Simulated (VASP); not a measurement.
## SrIrO3: single point with LDA

Crystal: SrIrO3.

```
Sr Ir O
1.0
     3.99805    0.00000    0.00000
     0.00000    3.99805    0.00000
     0.00000    0.00000    3.99805
Sr Ir O
1 1 3
Cartesian
  0.0000 0.0000 0.0000
  1.9990 1.9990 1.9990
  1.9990 1.9990 0.0000
  1.9990 0.0000 1.9990
  0.0000 1.9990 1.9990
```

```
Program                : VASP 6.6.1
Task                   : single point
Functional             : LDA
Potentials or basis    : VASP PAW LDA potentials, release 64 (Sr_sv, Ir, O)
Cutoff                 : 520 eV
k mesh                 : 6 × 6 × 6
Occupations            : fermi-dirac, width 0.1 eV
Spin                   : no spin polarisation
Dipole correction      : no
Further INCAR settings : ALGO = Normal; EDIFF = 1e-06; NBANDS = 26
```

```yaml
Pressure: -10.4 GPa
Band_gap_on_the_k_mesh: zero (an odd number of electrons rules out a gap without spin polarisation)
```

Levels at points of the mesh, in eV from the Fermi level:
| k point | band 17 | band 18 | band 19 | band 20 | band 21 | band 22 |
| --- | --- | --- | --- | --- | --- | --- |
| (0.00, 0.00, 0.00) | -2.68 | -2.68 | -2.68 | -0.45 | -0.45 | 3.26 |
| (0.50, 0.00, 0.00) | -3.03 | -0.43 | -0.08 | -0.08 | 2.25 | 5.21 |
| (0.50, 0.50, 0.00) | -0.15 | -0.15 | 0.26 | 0.75 | 5.68 | 5.71 |
| (0.50, 0.50, 0.50) | 0.58 | 0.58 | 0.58 | 4.72 | 4.72 | 4.72 |

Wall time 31 s on 1 thread of AMD EPYC 7R43 64-Core Processor (Zen 3), on a shared host, peak memory 0.13 GiB.

Caveat: the cell stands under tension; spin-orbit coupling is left out, which moves the levels of the heavy elements; an odd number of electrons without spin polarisation forces a metal; a magnetic or distorted state may lie lower.
